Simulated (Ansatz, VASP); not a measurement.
**Two plane-wave programs on Tl4Br**

The input INCAR:

```
SYSTEM = Tl4Br
PREC = Accurate
ENCUT = 600
EDIFF = 1E-6
ISMEAR = 0
SIGMA = 0.1
LREAL = .False.
LASPH = .True.
NELM = 100
ALGO = Normal
ISIF = 3
LWAVE = .False.
LCHARG = .False.
GGA = PE
IBRION = 2
NSW = 90
EDIFFG = -0.04
```

Contents of KPOINTS:

```
Automatic mesh
0
Gamma
  4 4 4
  0 0 0
```

The input POSCAR:

```
Tl4Br
1.0
   -3.4537876100      3.4537876100      3.4537876100
    3.4537876100     -3.4537876100      3.4537876100
    3.4537876100      3.4537876100     -3.4537876100
Tl Br
4 1
Direct
    0.0000000000      0.0000000000      0.5000000000
    0.5000000000      0.0000000000      0.0000000000
    0.0000000000      0.5000000000      0.0000000000
    0.5000000000      0.5000000000      0.5000000000
    0.0000000000      0.0000000000      0.0000000000
```

Input for Ansatz:

```yaml
crystal:
  lattice:
    - [-3.45378761, 3.45378761, 3.45378761]
    - [3.45378761, -3.45378761, 3.45378761]
    - [3.45378761, 3.45378761, -3.45378761]
  atoms:
    - { symbol: Tl, position: [0.0, 0.0, 0.5] }
    - { symbol: Tl, position: [0.5, 0.0, 0.0] }
    - { symbol: Tl, position: [0.0, 0.5, 0.0] }
    - { symbol: Tl, position: [0.5, 0.5, 0.5] }
    - { symbol: Br, position: [0.0, 0.0, 0.0] }
basis:
  ecutwfc: 420
kpoints:
  mp_grid: { grid: [4, 4, 4] }
hamiltonian:
  xc: pbe
scf:
  occupations: { method: gaussian, width: 0.1 }
  lower_state_search: "off"
output:
  forces: true
  stress: true
  eigenvalues: true
relax:
  adjacent_minimum: "off"
  f_tol: 0.04
  max_steps: 70
  cell: { stress_tol: 0.4 }
```

Change from the starting cell: species swapped into the Hg4Pt type (Im-3m, No. 229).

Alike in both runs: task relaxation of cell and atoms; functional PBE; k mesh 4 × 4 × 4; occupations gaussian, width 0.1 eV; no spin polarisation.

|  | VASP | Ansatz |
| --- | --- | --- |
| version | VASP 6.6.1 | Ansatz 0.2.0 |
| potentials or method | VASP PAW PBE potentials, release 64 (Tl_d, Br), cutoff 600 eV | scalar-relativistic, plane waves, PAW |
| valence electrons in the cell | 59 | 59 |

Ansatz gave:

| Quantity | Value |
| --- | --- |
| gap on the k mesh at the Fermi level, each at its own relaxed structure (eV) | none |
| relaxed volume (Å³/atom) | 39.57 |
| relaxed cell length with the largest relative difference (Å) | 6.358 |

Q: What did VASP give for the same quantities?

A: gap on the k mesh at the Fermi level, each at its own relaxed structure (eV): none; relaxed volume (Å³/atom): 40.20; relaxed cell length with the largest relative difference (Å): 6.391.

A gap of «none» marks a metal or a gap that the smearing closes.

Neither program's run includes spin-orbit coupling. Noted on VASP's run: the volume moved by over 15 % at a fixed basis, so the end points are rough.
